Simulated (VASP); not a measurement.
Input of a VASP 6.6.1 run:

POSCAR

```
BN
1.0
    0.0000000000      3.3820637705      2.1628519173
    1.2502005476      0.0000000000      2.1628519173
    1.2502005476      3.3820637705      0.0000000000
B N
1 1
Direct
    0.0000854255      0.0000854255      0.9999145745
    0.6666145645      0.6666145645      0.3333854355
```

The input INCAR.step1:

```
SYSTEM = BN
PREC = Accurate ; ENCUT = 520
ISMEAR = 0 ; SIGMA = 0.02
LREAL = .False. ; LASPH = .True.
NELM = 80 ; NBANDS = 11
GGA = PE ; ALGO = Normal
EDIFF = 1E-4 ; LWAVE = .True.
LCHARG = .False.
```

Contents of INCAR.step2:

```
SYSTEM = BN
PREC = Accurate ; ENCUT = 520
EDIFF = 1E-7 ; ISMEAR = 0
SIGMA = 0.02 ; LREAL = .False.
LASPH = .True. ; NELM = 80
ALGO = Normal ; ISIF = 2
LWAVE = .False. ; LCHARG = .False.
METAGGA = R2SCAN ; LMIXTAU = .True.
NBANDS = 11 ; ISTART = 1
```

File KPOINTS:

```
regular mesh
0
Gamma
  12 12 12
  0 0 0
```

Potentials or basis: VASP PAW PBE potentials, release 64 (B, N).

Run with:

```console
$ cat potpaw_PBE.64/B/POTCAR potpaw_PBE.64/N/POTCAR > POTCAR
$ cp INCAR.step1 INCAR
$ mpirun -np 1 vasp_std > vasp.out
$ cp INCAR.step2 INCAR
$ mpirun -np 1 vasp_std > vasp.out
```

Problem. Predict the band gap on the k mesh.

Solution. 4.22 eV (least direct gap 5.23 eV).

Problem. Predict the pressure.

Solution. 1.1 GPa.

Stress tensor (GPa, compression positive):
```
1.42 0.00 0.00
0.00 0.41 0.00
0.00 0.00 1.39
```

Caveat: the PAW data sets were made with another functional, which shifts forces and pressure a little. A k mesh can miss the band edges.
